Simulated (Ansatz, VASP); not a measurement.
## Re in VASP and in Ansatz

INCAR

```
SYSTEM = Re
PREC = Accurate
ENCUT = 520
EDIFF = 1E-6
ISMEAR = 0
SIGMA = 0.15
LREAL = .False.
LASPH = .True.
NELM = 80
ALGO = Normal
ISIF = 2
LWAVE = .False.
LCHARG = .False.
GGA = PE
NBANDS = 10
```

KPOINTS

```
regular mesh
0
Gamma
  10 10 10
  0 0 0
```

File POSCAR:

```
Re
1.0
    0.0000000000      1.9244328199      2.0260428728
    1.9244328199      0.0000000000      2.0260428728
    1.9244328199      1.9244328199      0.0000000000
Re
1
Direct
    0.0000000000      0.0000000000      0.0000000000
```

Input for Ansatz:

```yaml
crystal:
  lattice:
    - [0.0, 1.9244328199, 2.0260428728]
    - [1.9244328199, 0.0, 2.0260428728]
    - [1.9244328199, 1.9244328199, 0.0]
  atoms:
    - { symbol: Re, position: [0.0, 0.0, 0.0] }
basis:
  ecutwfc: 420
kpoints:
  mp_grid: { grid: [10, 10, 10] }
hamiltonian:
  xc: pbe
scf:
  occupations: { method: gaussian, width: 0.15 }
output:
  forces: true
  stress: true
  eigenvalues: true
```

Alike in both runs: task single point; functional PBE; k mesh 10 × 10 × 10; occupations gaussian, width 0.15 eV; no spin polarisation.

|  | VASP | Ansatz |
| --- | --- | --- |
| version | VASP 6.6.1 | Ansatz 0.2.0 |
| potentials or method | VASP PAW PBE potentials, release 64 (Re), cutoff 520 eV | scalar-relativistic, plane waves, PAW |
| valence electrons in the cell | 7 | 15 |

Ansatz gave:

| Item | Value |
| --- | --- |
| gap on the k mesh at the Fermi level (eV) | none |
| pressure (GPa) | 0.0 |
| traceless stress, the component that is largest in VASP (GPa) | -10.46 |

Q: What did VASP give for the same quantities?

A: gap on the k mesh at the Fermi level (eV): none; pressure (GPa): -0.5; traceless stress, the component that is largest in VASP (GPa): -10.34.

A gap of «none» marks a metal or a gap that the smearing closes. The functional is the same, so the differences come from potentials, cutoffs and numerics. VASP's potentials hold 7 valence electrons a cell and Ansatz's 15, so a difference there can come from the potentials and not from the codes.

Neither program's run includes spin-orbit coupling.
